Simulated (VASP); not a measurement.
Here is a VASP 6.6.1 calculation.

INCAR

```
SYSTEM = KF
PREC     = Accurate       ! precision mode
ENCUT    = 520            ! plane-wave cutoff, eV
EDIFF    = 1E-7           ! SCF threshold, eV
ISMEAR   = 0              ! smearing method
SIGMA    = 0.05           ! smearing width, eV
LREAL    = .FALSE.        ! projectors in reciprocal space
LASPH    = .TRUE.         ! aspherical terms in the spheres
NELM     = 80             ! most SCF steps
ALGO     = Normal         ! electronic algorithm
ISIF     = 2              ! what is computed and relaxed
LWAVE    = .FALSE.        ! write WAVECAR
LCHARG   = .FALSE.        ! write CHGCAR
NBANDS   = 15             ! bands
```

KPOINTS

```
Automatic mesh
0
G
  8 8 8
  0 0 0
```

The input POSCAR:

```
KF
1.0
    0.0000000000      2.6066625000      2.6735000000
    2.6066625000      0.0000000000      2.6735000000
    2.6066625000      2.6066625000      0.0000000000
K F
1 1
Direct
    0.0000000000      0.0000000000      0.0000000000
    0.5000000000      0.5000000000      0.5000000000
```

Potentials or basis: VASP PAW LDA potentials, release 64 (K_sv, F).

The run is started by

```bash
$ cat potpaw_LDA.64/K_sv/POTCAR potpaw_LDA.64/F/POTCAR > POTCAR
$ mpirun -np 1 vasp_std > vasp.out
```

(1) Estimate the band gap on the k mesh.

(2) Estimate the pressure.

## Answers

(1) 6.02 eV, direct.

(2) -1.9 GPa.

Caveat: the cell differs from its parent crystal (strain -0.025 along x and y, +0.000 along z).
